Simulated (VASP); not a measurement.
Here is a VASP 6.6.1 calculation.

INCAR

```
SYSTEM = PbSe
PREC = Accurate ; ENCUT = 500
EDIFF = 1E-6 ; ISMEAR = 0
SIGMA = 0.02 ; LREAL = .False.
LASPH = .True. ; NELM = 120
ALGO = Normal ; ISIF = 2
LWAVE = .False. ; LCHARG = .True.
GGA = PE ; LELF = .True.
LVHAR = .True. ; NBANDS = 17
GGA_COMPAT = .False.
```

Contents of KPOINTS:

```
Automatic mesh
0
Gamma
  10 10 10
  0 0 0
```

File POSCAR:

```
PbSe
1.0
    0.0000000000      3.1091813297      3.1091813297
    3.1091813297      0.0000000000      3.1091813297
    3.1091813297      3.1091813297      0.0000000000
Pb Se
1 1
Direct
    0.0000000000      0.0000000000      0.0000000000
    0.5000000000      0.5000000000      0.5000000000
```

Potentials or basis: VASP PAW PBE potentials, release 64 (Pb_d, Se).

Command:

```console
$ cat potpaw_PBE.64/Pb_d/POTCAR potpaw_PBE.64/Se/POTCAR > POTCAR
$ mpirun -np 1 vasp_std > vasp.out
```

Estimate the pressure.

0.0 GPa.

Estimate the band gap on the k mesh.

0.44 eV.

Caveat: spin-orbit coupling is left out, which moves the levels of the heavy elements. A k mesh can miss the band edges.
